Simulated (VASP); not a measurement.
Crystal: Li7B.

```
CELL_PARAMETERS angstrom
-2.88739 2.88739 2.88739
2.88739 -2.88739 2.88739
2.88739 2.88739 -2.88739
ATOMIC_POSITIONS crystal
Li 0.50000 0.50000 0.50000
Li 0.00000 0.00000 0.50000
Li 0.00000 0.50000 0.00000
Li 0.50000 0.00000 0.00000
Li 0.00000 0.50000 0.50000
Li 0.50000 0.00000 0.50000
Li 0.50000 0.50000 0.00000
B 0.00000 0.00000 0.00000
```

The cell was built from a structure type or drawn by symmetry, and may not be a known phase.

- Program: VASP 6.6.1
- Task: relaxation of cell and atoms
- Functional: PBE
- Potentials or basis: VASP PAW PBE potentials, release 64 (Li_sv, B)
- Cutoff: 600 eV
- k mesh: 4 × 4 × 4
- Occupations: gaussian, width 0.1 eV
- Spin: no spin polarisation

At the start: pressure 6.9 GPa; volume 12.04 Å³/atom.

Question: How do energy, volume and symmetry change on relaxing?

Answer: Over 4 steps the energy falls by 54.6 meV/atom and the volume is 14.95 Å³/atom (+24.2 %); space group Im-3m (No. 229, to 0.1 Å) before and after.

Step by step:
```tsv
step	energy change (eV)	largest force (eV/Å)	pressure (GPa)	volume (Å³)
1	0.0000	0.0000	6.88	96.29
2	-0.2494	0.0000	4.07	103.67
3	-0.4335	0.0000	0.45	117.54
4	-0.4367	0.0000	0.03	119.63
```

Final structure:
```cif
data_structure
_symmetry_space_group_name_H-M 'P 1'
_symmetry_Int_Tables_number 1
_cell_length_a 5.3763
_cell_length_b 5.3763
_cell_length_c 5.3763
_cell_angle_alpha 109.471
_cell_angle_beta 109.471
_cell_angle_gamma 109.471
_cell_volume 119.63
loop_
_atom_site_label
_atom_site_type_symbol
_atom_site_fract_x
_atom_site_fract_y
_atom_site_fract_z
_atom_site_occupancy
Li1 Li 0.50000 0.50000 0.50000 1
Li2 Li 0.00000 0.00000 0.50000 1
Li3 Li 0.00000 0.50000 0.00000 1
Li4 Li 0.50000 0.00000 0.00000 1
Li5 Li 0.00000 0.50000 0.50000 1
Li6 Li 0.50000 0.00000 0.50000 1
Li7 Li 0.50000 0.50000 0.00000 1
B1 B 0.00000 0.00000 0.00000 1
```

Caveat: the k points lie up to 0.36 Å⁻¹ apart in the final cell, too coarse for converged energies and pressures of a metal; the cutoff is under 1.25 times the usual one of these potentials, so pressure, stress and relaxed cells hold a basis-set (Pulay) error; the volume moved by over 15 % at a fixed basis, so the end points are rough.
